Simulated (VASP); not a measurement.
**MnS: single point with PBEsol**

Crystal: MnS.

```xyz
2
Lattice="0.0000 2.6217 2.6217 2.6217 0.0000 2.6217 2.6217 2.6217 0.0000" Properties=species:S:1:pos:R:3 pbc="T T T"
Mn    0.0000    0.0000    0.0000
S     2.6217    2.6217    2.6217
```

```json
{
 "Program": "VASP 6.6.1",
 "Task": "single point",
 "Functional": "PBEsol",
 "Potentials or basis": "VASP PAW PBE potentials, release 64 (Mn_pv, S)",
 "Cutoff": "520 eV",
 "k mesh": "9 × 9 × 9",
 "Occupations": "fermi-dirac, width 0.05 eV",
 "Spin": "collinear spin, ferromagnetic start",
 "Starting moments": "[4.0, 0.0] μB"
}
```

```yaml
Pressure: -8.0 GPa
Net_moment: 4.73 μB per cell
Site_moments: Mn +4.26; S +0.10 μB
Valence_electrons_inside_the_program's_atomic_spheres: Mn 11.29; S 3.69
```

Levels at points of the mesh, in eV from the Fermi level:
Spin up:
```
           k point  band 9  band 10  band 11  band 12  band 13  band 14  band 15  band 16
(0.00, 0.00, 0.00)   -3.25    -1.82    -1.82    -1.82     1.50     8.52     8.52     8.52
```
Spin down:
| k point | band 3 | band 4 | band 5 | band 6 | band 7 | band 8 | band 9 | band 10 | band 11 | band 12 |
| --- | --- | --- | --- | --- | --- | --- | --- | --- | --- | --- |
| (0.00, 0.00, 0.00) | -46.03 | -14.10 | -1.57 | -1.57 | -1.57 | 0.34 | 0.34 | 0.34 | 0.40 | 0.40 |

It took 80 s on 1 thread of Intel Xeon 8259CL (shared host), peak memory 0.19 GiB.

Caveat: the cell stands under tension; the PAW data sets were made with another functional, which shifts forces and pressure a little; a cell with one magnetic atom can't hold antiferromagnetic order, which such compounds often take; semilocal functionals often make such compounds metallic where correlation or magnetic order opens a gap, which also shifts bond lengths. With open d or f shells a metallic result of PBEsol can be an artefact of self-interaction; +U or a hybrid may open a gap.
